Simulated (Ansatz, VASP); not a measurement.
**Two plane-wave programs on HfSiO4**

```
Hf Si O
1.0
     5.59642    0.00000    0.00000
    -2.79821    4.84664    0.00000
     0.00000    0.00000    3.19645
Hf Si O
1 1 4
Direct
  0.33333 0.66667 0.00000
  0.66667 0.33333 0.50000
  0.48362 0.51638 0.50000
  0.48362 0.96723 0.50000
  0.03277 0.51638 0.50000
  0.66667 0.33333 0.00000
```

Alike in both runs: task relaxation of cell and atoms; functional PBE; k mesh 6 × 6 × 8; occupations gaussian, width 0.02 eV; no spin polarisation.

```csv
,VASP,Ansatz
version,VASP 6.6.1,Ansatz 0.2.0
potentials or method,"VASP PAW PBE potentials, release 64 (Hf_pv, Si, O), cutoff 600 eV","scalar-relativistic, plane waves, PAW"
valence electrons in the cell,38,54
```

VASP gave:

```
gap on the k mesh at the Fermi level, each at its own relaxed structure (eV) : 2.35
relaxed volume (Å³/atom)                                                     : 14.37
relaxed cell length with the largest relative difference (Å)                 : 3.187
```

Problem. Which values does Ansatz return?

Solution. gap on the k mesh at the Fermi level, each at its own relaxed structure (eV): 2.36; relaxed volume (Å³/atom): 14.47; relaxed cell length with the largest relative difference (Å): 3.195.

VASP's potentials hold 38 valence electrons a cell and Ansatz's 54, so a difference there can come from the potentials and not from the codes.

Neither program's run includes spin-orbit coupling.
